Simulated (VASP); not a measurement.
# WC (Cm) in VASP: notebook

WC is run at these levels: PBE; tasks: single point.

Program: VASP 6.6.1. These are calculated values, not measurements. Logs are shortened: lines on timing, memory, paths and dates and some standing lists are left out, and cuts for length are marked.

## Step 1: The cell of the first run

The structure is monoclinic, space group Cm (No. 8). The conventional cell has a = 5.024 Å, b = 2.901 Å, c = 2.829 Å, α = 90.00°, β = 90.00°, γ = 90.00°. W (site symmetry m) has 6 C at 2.12 to 2.29 Å within 2.8 Å. Within 2.8 Å of C (site symmetry m) lie 6 W at 2.12 to 2.29 Å.

## Step 2: Single point, PBE

INCAR reads:

```
ALGO = Normal
EDIFF = 1E-6
ENCUT = 520
GGA = PE
ISIF = 2
ISMEAR = 0
LASPH = T
LCHARG = T
LELF = T
LREAL = F
LVHAR = T
LWAVE = F
NBANDS = 16
NELM = 60
PREC = Accurate
SIGMA = 0.15
```

KPOINTS reads:

```
k-points
0
Gamma
  18 18 16
```

POSCAR reads:

```
WC
1.0
    2.9005014360      0.0000000000      0.0000000000
   -1.4502507180      2.5119079273      0.0000000000
    0.0000000000      0.0000000000      2.8290000000
W C
1 1
Direct
    0.0000000000      0.0000000000      0.0000000000
    0.6970795036      0.3485397518      0.5228096277
```

Potentials or basis: VASP PAW PBE potentials, release 64 (W_sv, C).

Started as:

```sh
cat potpaw_PBE.64/W_sv/POTCAR potpaw_PBE.64/C/POTCAR > POTCAR
mpirun -np 1 vasp_std > vasp.out
```

OUTCAR:

```text
EDIFF = 1E-6
   ENCUT = 520
   GGA = PE
   ISIF = 2
   ISMEAR = 0
   LASPH = T
   LREAL = F
   NELM = 60
   PREC = Accurate

 ion  position               nearest neighbor table
   1  0.000  0.000  0.000-   2 2.12   2 2.12   2 2.21   2 2.21   2 2.21   2 2.29
   2  0.697  0.349  0.523-   1 2.12   1 2.12   1 2.21   1 2.21   1 2.21   1 2.29

  LATTYP: Found a hexagonal cell.
 ALAT       =     2.9005014360
 C/A-ratio  =     0.9753485949

  Lattice vectors:

 A1 = (   2.9005014360,   0.0000000000,   0.0000000000)
 A2 = (  -1.4502507180,   2.5119079273,   0.0000000000)
 A3 = (   0.0000000000,   0.0000000000,   2.8290000000)

Analysis of symmetry for initial positions (statically):
=====================================================================
 Subroutine PRICEL returns:
 Original cell was already a primitive cell.

 Routine SETGRP: Setting up the symmetry group for a
 hexagonal supercell.

 Subroutine GETGRP returns: Found  2 space group operations
 (whereof  2 operations were pure point group operations)
 out of a pool of 24 trial point group operations.

The static configuration has the point symmetry C_1h.

Analysis of symmetry for dynamics (positions and initial velocities):
=====================================================================
 Subroutine PRICEL returns:
 Original cell was already a primitive cell.

 Routine SETGRP: Setting up the symmetry group for a
 hexagonal supercell.

 Subroutine GETGRP returns: Found  2 space group operations
 (whereof  2 operations were pure point group operations)
 out of a pool of 24 trial point group operations.

The dynamic configuration has the point symmetry C_1h.

 Subroutine INISYM returns: Found  2 space group operations
 (whereof  2 operations are pure point group operations),
 and found     1 'primitive' translations

----------------------------------------------------------------------------------------

                                     Primitive cell

  volume of cell :      20.6115

  direct lattice vectors                    reciprocal lattice vectors
     2.900501436  0.000000000  0.000000000     0.344767973  0.199051882  0.000000000
    -1.450250718  2.511907927  0.000000000     0.000000000  0.398103764  0.000000000
     0.000000000  0.000000000  2.829000000     0.000000000  0.000000000  0.353481796

  length of vectors
     2.900501436  2.900501436  2.829000000     0.398103764  0.398103764  0.353481796

  position of ions in fractional coordinates (direct lattice)
     0.000000000  0.000000000  0.000000000
     0.697079504  0.348539752  0.522809628

[... 77 lines left out ...]
   LREAL  =      F    real-space projection
   EDIFFG = 0.1E-04   stopping-criterion for IOM
   NSW    =      0    number of steps for IOM
   IBRION =     -1    ionic relax: 0-MD 1-quasi-New 2-CG
   NFREE  =      0    steps in history (QN), initial steepest desc. (CG)
   ISIF   =      2    stress and relaxation
   ISYM   =      2    0-nonsym 1-usesym 2-fastsym
   POTIM  = 0.5000    time-step for ionic-motion
   TEBEG  =    0.0;   TEEND  =   0.0 temperature during run
   PSTRESS=    0.0 pullay stress
   NELECT =      18.0000    total number of electrons
   NUPDOWN=      -1.0000    fix difference up-down
   EMIN   =  10.00;   EMAX   =-10.00  energy-range for DOS
   EFERMI =   0.00;   METHOD = LEGACY
   ISMEAR =     0;   SIGMA  =   0.15  broadening in eV -4-tet -1-fermi 0-gaus
   EFERMI_NEDOS =   21; number of points for ismear=-14 and -15
   IALGO  =     38    algorithm
   IMIX   =      4    mixing-type and parameters
     AMIX     =   0.40;   BMIX     =  1.00
     AMIX_MAG =   1.60;   BMIX_MAG =  1.00
  volume/ion in A,a.u.               =      10.31        69.55
  Fermi-wavevector in a.u.,A,eV,Ry     =   1.564813  2.957068 33.315762  2.448639
  Thomas-Fermi vector in A             =   2.667381
   LORBIT       =      0    0 simple, 1 ext, 2 COOP (PROOUT), +10 PAW based schemes
   GGA     = PE    functional components
   LHFCALC =     F    Hartree Fock is set to
   AEXX    =    0.0000 exact exchange contribution
   IVDW    =     0    specifies the selected vdW correction
   LEPSILON=     F    determine dielectric tensor
   LRPA    =     F    only Hartree local field effects (RPA)
 non-spin polarized calculation
 Gauss-broadening in eV      SIGMA  =   0.15
  energy-cutoff  :      520.00
  volume of cell :       20.61
 maximum number of plane-waves:       580
 NGX is ok and might be reduce to    24
   NGX = 11   NGY = 11   NGZ = 11

 number of electron      18.0000000 magnetization

 Free energy of the ion-electron system (eV)
  ---------------------------------------------------
  ext. energy  EPLUGINS =         0.00000000
  ---------------------------------------------------
  free energy    TOTEN  =       -22.35934162 eV

  energy without entropy =      -22.35636993  energy(sigma->0) =      -22.35785578

 E-fermi :  11.1857     XC(G=0): -13.8334

 val. band max:       11.1698010723   @ k =  -0.0556   0.0000   0.1875
 cond. band min:      11.1879377288   @ k =   0.1111   0.0000   0.3125
 fundamental gap:      0.0181366565
 Fermi energy:        11.1856715071

 k-point     1 :       0.0000    0.0000    0.0000
  band No.  band energies     occupation
      1     -62.7990      2.00000
      2     -26.7827      2.00000
      3     -26.6834      2.00000
      4     -26.6800      2.00000
      5      -3.3260      2.00000
      6       6.7411      2.00000
[... 433 lines left out ...]
      3     -26.7600      2.00000
      4     -26.7235      2.00000
      5      -2.7733      2.00000
      6       6.5617      2.00000
[... 8 lines left out ...]
     15      24.8662      0.00000
     16      28.7457      0.00000

 [... further k-points ...]

------------------------ aborting loop because EDIFF is reached ----------------------------------------

  FORCE on cell =-STRESS in cart. coord.  units (eV):
  Direction    XX          YY          ZZ          XY          YZ          ZX
  --------------------------------------------------------------------------------------
  -------------------------------------------------------------------------------------
  Total        1.1494751      1.6195132      1.6565835     -0.4070650      0.1159377      0.2008100
  in kB       89.3511986    125.8882879    128.7698432    -31.6420475      9.0120907     15.6093962
  external PRESSURE =     114.6697766 kB  Pullay stress =       0.0000000 kB

 VOLUME and BASIS-vectors are now :
 -----------------------------------------------------------------------------
  energy-cutoff  :      520.00
  volume of cell :       20.61
      direct lattice vectors                 reciprocal lattice vectors
     2.900501436  0.000000000  0.000000000     0.344767973  0.199051882  0.000000000
    -1.450250718  2.511907927  0.000000000     0.000000000  0.398103764  0.000000000
     0.000000000  0.000000000  2.829000000     0.000000000  0.000000000  0.353481796

 POSITION                                       TOTAL-FORCE (eV/Angst)
 -----------------------------------------------------------------------------------
      0.00000      0.00000      0.00000         1.016841      0.587074      0.977105
      1.51641      0.87550      1.47903        -1.016841     -0.587074     -0.977105
 -----------------------------------------------------------------------------------
    total drift:                               -0.000047     -0.000027     -0.000256

  FREE ENERGIE OF THE ION-ELECTRON SYSTEM (eV)
  ---------------------------------------------------
  free  energy   TOTEN  =       -22.3593416236 eV

  energy  without entropy=      -22.3563699271  energy(sigma->0) =      -22.35785578
```

Run time: 2.9 min. Hardware: 1 thread of Intel Xeon Platinum 8488C (Sapphire Rapids), shared host; peak memory 0.53 GiB.

What came out:

```yaml
Free_energy: -22.3593 eV
Pressure: 11.5 GPa
Largest_force: 1.528 eV/Å
Band_gap_on_the_k_mesh: zero (band 9 reaches 11.77 eV, above the bottom of band 10 at 10.64 eV)
```

Forces in eV/Å, atoms in the order of the input:
```
W    1.017  0.587  0.977
C   -1.017 -0.587 -0.977
```

Caveat: the cell differs from its parent crystal (all C atoms moved -0.100 Å, as atom 2 towards its neighbour atom 1 (W) at 2.192 Å); spin-orbit coupling is left out, which moves the levels of the heavy elements; forces of over 1 eV/Å act on the atoms, so gaps and moduli don't describe the material at rest.

## Step 3: Single point, PBE

INCAR reads:

```
SYSTEM = WC
PREC     = Accurate       ! precision mode
ENCUT    = 520            ! plane-wave cutoff, eV
EDIFF    = 1E-7           ! SCF threshold, eV
ISMEAR   = 0              ! smearing method
SIGMA    = 0.15           ! smearing width, eV
LREAL    = .False.        ! projectors in reciprocal space
LASPH    = .True.         ! aspherical terms in the spheres
NELM     = 100            ! most SCF steps
ALGO     = Normal         ! electronic algorithm
ISIF     = 2              ! what is computed and relaxed
LWAVE    = .False.        ! write WAVECAR
LCHARG   = .False.        ! write CHGCAR
GGA      = PE             ! functional
NBANDS   = 16             ! bands
```

KPOINTS reads:

```
regular mesh
0
Gamma
  18 18 16
  0 0 0
```

POSCAR, as its differences from that of step 2:

```diff
@@ -9,2 +9,2 @@
     0.0000000000      0.0000000000      0.0000000000
-    0.6970795036      0.3485397518      0.5228096277
+    0.6514602482      0.3257301241      0.4885951862
```

Potentials or basis: VASP PAW PBE potentials, release 64 (W_sv, C).

Started as:

```sh
cat potpaw_PBE.64/W_sv/POTCAR potpaw_PBE.64/C/POTCAR > POTCAR
mpirun -np 1 vasp_std > vasp.out
```

It took 4 min on 1 thread of Intel Xeon Platinum 8488C (Sapphire Rapids), shared host; peak memory 0.53 GiB.

It converged, with:

| Property | Result |
| --- | --- |
| Free energy | -22.4162 eV |
| Pressure | 10.1 GPa |
| Largest force | 0.793 eV/Å |
| Band gap on the k mesh | zero (band 9 reaches 11.74 eV, above the bottom of band 10 at 10.60 eV) |

Forces in eV/Å, atoms in the order of the input:
```
W   -0.546 -0.315 -0.480
C    0.546  0.315  0.480
```

Stress tensor (GPa, compression positive):
```
10.62  1.60  0.46
 1.60  8.77  0.27
 0.46  0.27 10.91
```

Levels at points of the mesh, in eV from the Fermi level:
```
           k point  band 5  band 6  band 7  band 8  band 9  band 10  band 11  band 12  band 13  band 14
(0.00, 0.00, 0.00)  -14.51   -4.38   -3.42   -3.31    0.10     3.22     3.30     5.39     5.88     6.50
(0.50, 0.00, 0.00)  -11.04   -7.20   -3.79   -3.58   -0.45     2.41     4.51     4.87     7.17     9.75
(0.00, 0.50, 0.00)  -11.20   -7.01   -3.69   -3.52   -0.49     2.36     4.59     4.95     6.72     9.78
(0.00, 0.00, 0.50)  -10.44   -8.69   -2.30   -1.81   -0.60    -0.58     3.72     4.17     4.92    10.01
(0.50, 0.00, 0.50)  -11.46   -6.41   -4.27   -4.09    0.16     4.47     5.37     6.73     9.09    10.36
(0.00, 0.50, 0.50)  -11.30   -6.56   -4.43   -4.24    0.36     4.46     5.35     6.63     9.35    10.17
```

Caveat: the cell differs from its parent crystal (all C atoms moved +0.050 Å, as atom 2 towards its neighbour atom 1 (W) at 2.192 Å); spin-orbit coupling is left out, which moves the levels of the heavy elements.
